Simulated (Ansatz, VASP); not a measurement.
TaC3 in VASP and in Ansatz

Contents of INCAR:

```
  ALGO = Normal
  EDIFF = 1E-6
  EDIFFG = -0.04
  ENCUT = 600
  GGA = PE
  IBRION = 2
  ISIF = 3
  ISMEAR = 0
  LASPH = True
  LCHARG = False
  LREAL = False
  LWAVE = False
  NELM = 60
  NSW = 90
  PREC = Accurate
  SIGMA = 0.1
```

KPOINTS

```
k-points
0
Gamma
  6 6 6
```

Contents of POSCAR:

```
TaC3
1.0
    2.2191109440     -2.7703144292      0.0000000000
    2.2191109440      2.7703144292      0.0000000000
    0.0000000000      0.0000000000      2.9938522166
Ta C
1 3
Direct
    0.0000000000      0.0000000000      0.0000000000
    0.5000000000      0.5000000000      0.0000000000
    0.0000000000      0.5000000000      0.5000000000
    0.5000000000      0.0000000000      0.5000000000
```

Input for Ansatz:

```yaml
crystal:
  lattice:
    - [2.219110944, -2.7703144292, 0.0]
    - [2.219110944, 2.7703144292, 0.0]
    - [0.0, 0.0, 2.9938522166]
  atoms:
    - { symbol: Ta, position: [0.0, 0.0, 0.0] }
    - { symbol: C, position: [0.5, 0.5, 0.0] }
    - { symbol: C, position: [0.0, 0.5, 0.5] }
    - { symbol: C, position: [0.5, 0.0, 0.5] }
basis:
  ecutwfc: 420
kpoints:
  mp_grid: { grid: [6, 6, 6] }
hamiltonian:
  xc: pbe
scf:
  occupations: { method: gaussian, width: 0.1 }
  lower_state_search: "off"
output:
  forces: true
  stress: true
  eigenvalues: true
relax:
  adjacent_minimum: "off"
  f_tol: 0.04
  max_steps: 70
  cell: { stress_tol: 0.4 }
```

Change from the starting cell: species swapped into the CdPt3 type (Cmmm, No. 65).

Alike in both runs: task relaxation of cell and atoms; functional PBE; k mesh 6 × 6 × 6; occupations gaussian, width 0.1 eV; no spin polarisation.

```csv
,VASP,Ansatz
version,VASP 6.6.1,Ansatz 0.2.0
potentials or method,"VASP PAW PBE potentials, release 64 (Ta_pv, C), cutoff 600 eV","scalar-relativistic, plane waves, PAW"
valence electrons in the cell,23,25
```

|  | VASP | Ansatz | Ansatz less VASP |
| --- | --- | --- | --- |
| gap on the k mesh at the Fermi level, each at its own relaxed structure (eV) | none | none | - |
| relaxed volume (Å³/atom) | 9.31 | 9.27 | -0.033 |
| relaxed length of the cell vector where the two differ most in proportion (Å) | 3.618 | 3.609 | -0.0099 |

A gap of «none» marks a metal or a gap that the smearing closes. VASP's potentials hold 23 valence electrons a cell and Ansatz's 25, so a difference there can come from the potentials and not from the codes.

Spin-orbit coupling is off throughout.
